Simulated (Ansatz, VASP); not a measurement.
Ti6H in VASP and in Ansatz

The input INCAR:

```
SYSTEM = Ti6H
  PREC = Accurate
  ENCUT = 520
  EDIFF = 1E-6
  ISMEAR = 0
  SIGMA = 0.1
  LREAL = .False.
  LASPH = .True.
  NELM = 60
  ALGO = Normal
  ISIF = 2
  LWAVE = .False.
  LCHARG = .True.
  LDIPOL = .True.
  IDIPOL = 3
  DIPOL = 0.5 0.5 0.326
  GGA = PE
  LELF = .True.
  LVHAR = .True.
  LVACPOTAV = .True.
  NBANDS = 86
```

KPOINTS

```
regular mesh
0
Gamma
  5 6 1
  0 0 0
```

Contents of POSCAR:

```
Ti6H
1.0
    5.6639455763      0.0000000000      0.0000000000
    0.0000000000      4.5793473381      0.0000000000
    0.0000000000      0.0000000000     24.5506933039
Ti H
12 2
Direct
    0.2500000000      0.0000000000      0.1629281891
    0.7500000000      0.0000000000      0.1629281891
    0.0000000000      0.5000000000      0.2167736627
    0.5000000000      0.5000000000      0.2167736627
    0.2500000000      0.0000000000      0.2706191363
    0.7500000000      0.0000000000      0.2706191363
    0.2500000000      0.5000000000      0.3256599435
    0.7500000000      0.5000000000      0.3256599435
    0.0000000000      0.0000000000      0.3779650127
    0.5000000000      0.0000000000      0.3779650127
    0.2500000000      0.5000000000      0.4297513383
    0.7500000000      0.5000000000      0.4297513383
   -0.0811271920      0.0000000000      0.5002177801
    0.0811271920      0.0000000000      0.5002177801
```

Input for Ansatz:

```yaml
crystal:
  lattice:
    - [5.6639455763, 0.0, 0.0]
    - [0.0, 4.5793473381, 0.0]
    - [0.0, 0.0, 24.5506933039]
  atoms:
    - { symbol: Ti, position: [0.25, 0.0, 0.1629281891] }
    - { symbol: Ti, position: [0.75, 0.0, 0.1629281891] }
    - { symbol: Ti, position: [0.0, 0.5, 0.2167736627] }
    - { symbol: Ti, position: [0.5, 0.5, 0.2167736627] }
    - { symbol: Ti, position: [0.25, 0.0, 0.2706191363] }
    - { symbol: Ti, position: [0.75, 0.0, 0.2706191363] }
    - { symbol: Ti, position: [0.25, 0.5, 0.3256599435] }
    - { symbol: Ti, position: [0.75, 0.5, 0.3256599435] }
    - { symbol: Ti, position: [0.0, 0.0, 0.3779650127] }
    - { symbol: Ti, position: [0.5, 0.0, 0.3779650127] }
    - { symbol: Ti, position: [0.25, 0.5, 0.4297513383] }
    - { symbol: Ti, position: [0.75, 0.5, 0.4297513383] }
    - { symbol: H, position: [-0.081127192, 0.0, 0.5002177801] }
    - { symbol: H, position: [0.081127192, 0.0, 0.5002177801] }
basis:
  ecutwfc: 420
kpoints:
  mp_grid: { grid: [5, 6, 1] }
hamiltonian:
  xc: pbe
  pseudopotentials: { kind: paw, azcp: { folder: soft_1 } }
scf:
  occupations: { method: gaussian, width: 0.1 }
output:
  forces: true
  eigenvalues: true
efield:
  axis: 3
  dipole_correction: true
  ramp_width: 0.04
```

Alike in both runs: task single point; functional PBE; k mesh 5 × 6 × 1; occupations gaussian, width 0.1 eV; no spin polarisation.

```csv
,VASP,Ansatz
version,VASP 6.6.1,Ansatz 0.2.0
potentials or method,"VASP PAW PBE potentials, release 64 (Ti_sv, H), cutoff 520 eV","scalar-relativistic, plane waves, PAW"
valence electrons in the cell,146,146
```

VASP gave:

| Property | Result |
| --- | --- |
| gap on the k mesh at the Fermi level (eV) | none |
| rms of the force components (eV/Å) | 0.584 |
| work function, face that differs most (eV) | 3.22 |

What did Ansatz give for the same quantities?

gap on the k mesh at the Fermi level (eV): none; rms of the force components (eV/Å): 0.582; work function, face that differs most (eV): 3.22.

Atom by atom the forces differ by 0.004 eV/Å (rms over components). A gap of «none» marks a metal or a gap that the smearing closes. The functional is the same, so the differences come from potentials, cutoffs and numerics.
